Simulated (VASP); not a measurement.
HfO2, 3 atoms in the cell. It takes space group Fm-3m (No. 225, cubic). Conventional cell: a = 5.211 Å, b = 5.211 Å, c = 5.211 Å, α = 90.00°, β = 90.00°, γ = 90.00°. Within 3.0 Å of Hf (site symmetry m-3m) lie 8 O at 2.26 Å. Within 3.0 Å of O (site symmetry -43m) lie 4 Hf at 2.26 Å and 6 O at 2.61 Å. 

```yaml
Program: VASP 6.6.1
Task: single point
Functional: BLYP
Potentials_or_basis: VASP PAW PBE potentials, release 64 (Hf_pv, O)
Cutoff: 600 eV
k_mesh: 8 × 8 × 8
Occupations: gaussian, width 0.05 eV
Spin: no spin polarisation
Dipole_correction: no
Further_INCAR_settings: ALGO = Normal; EDIFF = 1e-06; NBANDS = 18
```

Potentials or basis: VASP PAW PBE potentials, release 64 (Hf_pv, O).

The run is started by

```sh
$ cat potpaw_PBE.64/Hf_pv/POTCAR potpaw_PBE.64/O/POTCAR > POTCAR
$ mpirun -np 1 vasp_std > vasp.out
```

Hardware: 1 thread of Intel Xeon 8259CL, with other jobs on the host.

How long does it take, and how much memory?

Wall time 58 s on 1 thread of Intel Xeon 8259CL (shared host), peak memory 0.18 GiB. Counts: scf iterations 13, k points 29.
